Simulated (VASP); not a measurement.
# Si62O (a cell with a defect) in VASP: single point with PBEsol

Aim: the single point of Si62O (a cell with a defect) with PBEsol.

All numbers are computed with VASP 6.6.1; they aren't measurements. Logs are shortened: lines on timing, memory, paths and dates and some standing lists are left out, and cuts for length are marked.

## 1. The cell of the first run

The cell holds a defect, 63 atoms: a = 10.866 Å, b = 10.866 Å, c = 10.866 Å, α = 90.00°, β = 90.00°, γ = 90.00°.

## 2. Single point, PBEsol

INCAR reads:

```
  PREC = Accurate
  ENCUT = 520
  EDIFF = 1E-6
  ISMEAR = -1
  SIGMA = 0.05
  LREAL = Auto
  LASPH = T
  NELM = 120
  ALGO = Normal
  ISIF = 2
  LWAVE = F
  LCHARG = T
  GGA = PS
  LELF = T
  LVHAR = T
  NBANDS = 164
  ISYM = 0
  GGA_COMPAT = F
```

KPOINTS reads:

```
Automatic mesh
0
Gamma
  1 1 1
  0.25 0.25 0.25
```

POSCAR reads:

```
Si62O
1.0
   10.8655790000      0.0000000000      0.0000000000
    0.0000000000     10.8655790000      0.0000000000
    0.0000000000      0.0000000000     10.8655790000
Si O
62 1
Direct
    0.9998660000      0.0000150000      0.9999880000
    0.9997310000      0.9996040000      0.5017620000
    0.0000190000      0.5017190000      0.9993250000
    0.9976760000      0.4996200000      0.4994390000
    0.5014890000      0.9999830000      0.9994630000
    0.4995050000      0.9977160000      0.4994540000
    0.4995090000      0.4996880000      0.9973110000
    0.1246660000      0.1247280000      0.1244380000
    0.1254000000      0.1256020000      0.6276110000
    0.1253150000      0.6277560000      0.1255410000
    0.1235580000      0.6249740000      0.6249530000
    0.6276450000      0.1254240000      0.1254550000
    0.6247500000      0.1237340000      0.6248970000
    0.6246180000      0.6248100000      0.1237040000
    0.2486070000      0.2486870000      0.9962380000
    0.2481950000      0.2484280000      0.4956940000
    0.2551330000      0.7470870000      0.9958930000
    0.2554500000      0.7449200000      0.5025790000
    0.7469240000      0.2553490000      0.9957240000
    0.7452290000      0.2552190000      0.5026150000
    0.7517820000      0.7519630000      0.0016190000
    0.7386930000      0.7386400000      0.5252350000
    0.3734030000      0.3736160000      0.1206790000
    0.3768700000      0.3774620000      0.6095440000
    0.3756110000      0.8716090000      0.1258030000
    0.3860080000      0.8657970000      0.6275660000
    0.8717550000      0.3756910000      0.1254750000
    0.8656960000      0.3861690000      0.6275160000
    0.8756320000      0.8757280000      0.1285610000
    0.8743120000      0.8744630000      0.6264770000
    0.2485280000      0.9964640000      0.2483970000
    0.2551060000      0.9961510000      0.7471120000
    0.2480830000      0.4954540000      0.2483120000
    0.2563780000      0.5021790000      0.7435790000
    0.7469250000      0.9956520000      0.2553770000
    0.7519220000      0.0016640000      0.7520490000
    0.7447920000      0.5024900000      0.2555150000
    0.7392500000      0.5248710000      0.7388390000
    0.3731750000      0.1208820000      0.3734080000
    0.3757270000      0.1265160000      0.8710300000
    0.3750050000      0.6123190000      0.3762600000
    0.3859770000      0.6276230000      0.8651520000
    0.8718200000      0.1256050000      0.3754010000
    0.8757470000      0.1286830000      0.8757270000
    0.8652130000      0.6275460000      0.3863350000
    0.8744560000      0.6265880000      0.8745190000
    0.9963150000      0.2485640000      0.2483220000
    0.9959950000      0.2553180000      0.7471610000
    0.9956630000      0.7471250000      0.2553670000
    0.0015040000      0.7521380000      0.7520860000
    0.4952450000      0.2482070000      0.2481660000
    0.5018150000      0.2566440000      0.7432910000
    0.5020620000      0.7442010000      0.2560370000
    0.5246440000      0.7393920000      0.7389820000
    0.1206650000      0.3732470000      0.3733060000
    0.1265010000      0.3758650000      0.8710340000
    0.1258860000      0.8716660000      0.3754830000
    0.1285700000      0.8758840000      0.8757610000
    0.6137840000      0.3744770000      0.3751120000
    0.6272830000      0.3861370000      0.8649620000
    0.6273120000      0.8650820000      0.3863390000
    0.6264250000      0.8746180000      0.8745330000
    0.6545490000      0.6541370000      0.6541870000
```

Potentials or basis: VASP PAW PBE potentials, release 64 (Si, O).

The run is started by

```
> cat potpaw_PBE.64/Si/POTCAR potpaw_PBE.64/O/POTCAR > POTCAR
> mpirun -np 1 vasp_std > vasp.out
```

OUTCAR:

```text
PREC = Accurate
   ENCUT = 520
   EDIFF = 1E-6
   ISMEAR = -1
   LREAL = Auto
   LASPH = T
   NELM = 120
   ISIF = 2
   GGA = PS
   ISYM = 0

 ion  position               nearest neighbor table
   1  1.000  0.000  1.000-   8 2.35  44 2.37  58 2.37  29 2.37
   2  1.000  1.000  0.502-  30 2.35   9 2.37  43 2.39  57 2.39
   3  0.000  0.502  0.999-  46 2.35  10 2.37  27 2.39  56 2.39
   4  0.998  0.500  0.499-  28 2.35  45 2.35  55 2.36  11 2.36
   5  0.501  1.000  0.999-  62 2.35  12 2.37  25 2.39  40 2.39
   6  0.500  0.998  0.499-  26 2.35  61 2.35  39 2.36  13 2.36
[... 50 lines left out ...]
  57  0.126  0.872  0.375-  31 2.35  49 2.35   2 2.39  18 2.41
  58  0.129  0.876  0.876-  50 2.35  32 2.36  17 2.36   1 2.37
  59  0.614  0.374  0.375-  51 2.33  20 2.37  37 2.38
  60  0.627  0.386  0.865-   7 2.35  52 2.36  38 2.37  19 2.39
  61  0.627  0.865  0.386-   6 2.35  53 2.36  22 2.37  35 2.39
  62  0.626  0.875  0.875-  36 2.35  21 2.35   5 2.35  54 2.36
  63  0.655  0.654  0.654-  22 1.91  38 1.91  54 1.92

IMPORTANT INFORMATION: All symmetrisations will be switched off!
NOSYMM: (Re-)initialisation of all symmetry stuff for point group C_1.

----------------------------------------------------------------------------------------

                                     Primitive cell

  volume of cell :    1282.7990

  direct lattice vectors                    reciprocal lattice vectors
    10.865579000  0.000000000  0.000000000     0.092033752  0.000000000  0.000000000
     0.000000000 10.865579000  0.000000000     0.000000000  0.092033752  0.000000000
     0.000000000  0.000000000 10.865579000     0.000000000  0.000000000  0.092033752

  length of vectors
    10.865579000 10.865579000 10.865579000     0.092033752  0.092033752  0.092033752

  position of ions in fractional coordinates (direct lattice)
     0.999866000  0.000015000  0.999988000
     0.999731000  0.999604000  0.501762000
     0.000019000  0.501719000  0.999325000
     0.997676000  0.499620000  0.499439000
     0.501489000  0.999983000  0.999463000
     0.499505000  0.997716000  0.499454000
[... 55 lines left out ...]
     0.626425000  0.874618000  0.874533000
     0.654549000  0.654137000  0.654187000

  ion indices of the primitive-cell ions
   primitive index   ion index
                 1           1
                 2           2
                 3           3
                 4           4
[... 110 lines left out ...]
   EDIFF  = 0.1E-05   stopping-criterion for ELM
   LREAL  =      T    real-space projection
   EDIFFG = 0.1E-04   stopping-criterion for IOM
   NSW    =      0    number of steps for IOM
   IBRION =     -1    ionic relax: 0-MD 1-quasi-New 2-CG
   NFREE  =      0    steps in history (QN), initial steepest desc. (CG)
   ISIF   =      2    stress and relaxation
   ISYM   =      0    0-nonsym 1-usesym 2-fastsym
   POTIM  = 0.5000    time-step for ionic-motion
   TEBEG  =    0.0;   TEEND  =   0.0 temperature during run
   PSTRESS=    0.0 pullay stress
   NELECT =     254.0000    total number of electrons
   NUPDOWN=      -1.0000    fix difference up-down
   EMIN   =  10.00;   EMAX   =-10.00  energy-range for DOS
   EFERMI =   0.00;   METHOD = LEGACY
   ISMEAR =    -1;   SIGMA  =   0.05  broadening in eV -4-tet -1-fermi 0-gaus
   EFERMI_NEDOS =   21; number of points for ismear=-14 and -15
   IALGO  =     38    algorithm
   IMIX   =      4    mixing-type and parameters
     AMIX     =   0.40;   BMIX     =  1.00
     AMIX_MAG =   1.60;   BMIX_MAG =  1.00
  volume/ion in A,a.u.               =      20.36       137.41
  Fermi-wavevector in a.u.,A,eV,Ry     =   0.954186  1.803151 12.387718  0.910472
  Thomas-Fermi vector in A             =   2.082910
   LORBIT       =      0    0 simple, 1 ext, 2 COOP (PROOUT), +10 PAW based schemes
   GGA     = PS    functional components
   LHFCALC =     F    Hartree Fock is set to
   AEXX    =    0.0000 exact exchange contribution
   IVDW    =     0    specifies the selected vdW correction
   LEPSILON=     F    determine dielectric tensor
   LRPA    =     F    only Hartree local field effects (RPA)
 non-spin polarized calculation
  energy-cutoff  :      520.00
  volume of cell :     1282.80
 maximum number of plane-waves:     34484
 NGX is ok and might be reduce to    84
   NGX = 41   NGY = 41   NGZ = 41

 number of electron     253.9999998 magnetization

 Free energy of the ion-electron system (eV)
  ---------------------------------------------------
  ext. energy  EPLUGINS =         0.00000000
  ---------------------------------------------------
  free energy    TOTEN  =      -359.86502493 eV

  energy without entropy =     -359.81910064  energy(sigma->0) =     -359.84206279

 E-fermi :   5.7263     XC(G=0):  -9.4647

 val. band max:        5.6162785991   @ k =   0.2500   0.2500   0.2500
 cond. band min:       5.8425971353   @ k =  -0.2500  -0.2500   0.2500
 fundamental gap:      0.2263185362
 Fermi energy:         5.7263165101

 k-point     1 :       0.2500    0.2500    0.2500
  band No.  band energies     occupation
      1     -15.1253      2.00000
      2      -6.1137      2.00000
      3      -5.6542      2.00000
      4      -5.6534      2.00000
      5      -5.5248      2.00000
      6      -5.1512      2.00000
[... 557 lines left out ...]
    138       7.2537      0.00000
    139       7.3841      0.00000
 [bands above 139 left out]

------------------------ aborting loop because EDIFF is reached ----------------------------------------

  FORCE on cell =-STRESS in cart. coord.  units (eV):
  Direction    XX          YY          ZZ          XY          YZ          ZX
  --------------------------------------------------------------------------------------
  -------------------------------------------------------------------------------------
  Total      -13.5610245    -13.7390310    -13.9672906      5.5752018      5.8634573      5.7334053
  in kB      -16.9373110    -17.1596357    -17.4447251      6.9632590      7.3232815      7.1608504
  external PRESSURE =     -17.1805573 kB  Pullay stress =       0.0000000 kB

 VOLUME and BASIS-vectors are now :
 -----------------------------------------------------------------------------
  energy-cutoff  :      520.00
  volume of cell :     1282.80
      direct lattice vectors                 reciprocal lattice vectors
    10.865579000  0.000000000  0.000000000     0.092033752  0.000000000  0.000000000
     0.000000000 10.865579000  0.000000000     0.000000000  0.092033752  0.000000000
     0.000000000  0.000000000 10.865579000     0.000000000  0.000000000  0.092033752

 POSITION                                       TOTAL-FORCE (eV/Angst)
 -----------------------------------------------------------------------------------
     10.86412      0.00016     10.86545         0.038625      0.041974      0.037918
     10.86266     10.86128      5.45193         0.007798      0.005081     -0.285569
      0.00021      5.45147     10.85824         0.005230     -0.276081      0.002518
     10.84033      5.42866      5.42669         0.083634      0.059199      0.057837
      5.44897     10.86539     10.85974        -0.272435      0.004881      0.001230
      5.42741     10.84076      5.42686         0.060789      0.082016      0.055470
[... 55 lines left out ...]
      6.80647      9.50323      9.50231         0.198839     -0.036328     -0.036803
      7.11205      7.10758      7.10812        -0.038007     -0.019472     -0.023798
 -----------------------------------------------------------------------------------
    total drift:                               -0.015986     -0.006971     -0.007403

  FREE ENERGIE OF THE ION-ELECTRON SYSTEM (eV)
  ---------------------------------------------------
  free  energy   TOTEN  =      -359.8650249350 eV

  energy  without entropy=     -359.8191006439  energy(sigma->0) =     -359.84206279
```

Run time: 68 min. Hardware: 1 thread of Intel Xeon 8259CL, shared host; peak memory 1.4 GiB.

Results:

```yaml
Free_energy: -359.8650 eV
Pressure: -1.7 GPa
Largest_force: 0.349 eV/Å
Band_gap_on_the_k_mesh: 0.23 eV
```

Forces in eV/Å, atoms in the order of the input:
```
Si   0.039  0.042  0.038
Si   0.008  0.005 -0.286
Si   0.005 -0.276  0.003
Si   0.084  0.059  0.058
Si  -0.272  0.005  0.001
Si   0.061  0.082  0.055
Si   0.058  0.052  0.078
Si  -0.005 -0.004 -0.002
Si  -0.074 -0.076 -0.259
Si  -0.069 -0.269 -0.071
Si   0.040  0.026  0.027
Si  -0.267 -0.069 -0.070
Si   0.028  0.038  0.027
Si   0.029  0.027  0.040
Si  -0.014 -0.015 -0.004
Si  -0.008 -0.009  0.092
Si   0.045  0.208  0.043
Si  -0.063 -0.043 -0.268
Si   0.201  0.042  0.044
Si  -0.046 -0.062 -0.269
Si  -0.041 -0.042  0.040
Si   0.144  0.148  0.145
Si  -0.046 -0.045 -0.026
Si   0.201  0.201  0.033
Si   0.263  0.002  0.035
Si  -0.126  0.010 -0.325
Si   0.002  0.259  0.034
Si   0.013 -0.123 -0.321
Si  -0.015 -0.013 -0.034
Si  -0.036 -0.037  0.197
Si  -0.017 -0.005 -0.018
Si   0.048  0.050  0.212
Si  -0.014  0.120 -0.017
Si  -0.066 -0.253 -0.036
Si   0.201  0.050  0.040
Si  -0.042  0.039 -0.046
Si  -0.042 -0.272 -0.064
Si   0.122  0.150  0.144
Si  -0.048 -0.029 -0.044
Si   0.260  0.022  0.009
Si   0.204  0.010  0.202
Si  -0.124 -0.323  0.013
Si   0.004  0.029  0.262
Si  -0.016 -0.034 -0.011
Si   0.021 -0.319 -0.126
Si  -0.035  0.196 -0.036
Si  -0.004 -0.019 -0.019
Si   0.051  0.048  0.210
Si   0.052  0.205  0.042
Si   0.036 -0.043 -0.045
Si   0.128 -0.017 -0.018
Si  -0.251 -0.065 -0.030
Si  -0.268 -0.034 -0.064
Si   0.161  0.118  0.137
Si  -0.030 -0.048 -0.046
Si   0.016  0.256  0.013
Si   0.024  0.009  0.262
Si  -0.035 -0.014 -0.010
Si  -0.003  0.204  0.199
Si  -0.315 -0.119  0.013
Si  -0.317  0.018 -0.124
Si   0.199 -0.036 -0.037
O   -0.038 -0.019 -0.024
```

Stress tensor (GPa, compression positive):
```
-1.69  0.70  0.72
 0.70 -1.72  0.73
 0.72  0.73 -1.74
```

Caveat: semilocal functionals underestimate gaps, and a narrow one can read as zero; the PAW data sets were made with another functional, which shifts forces and pressure a little.
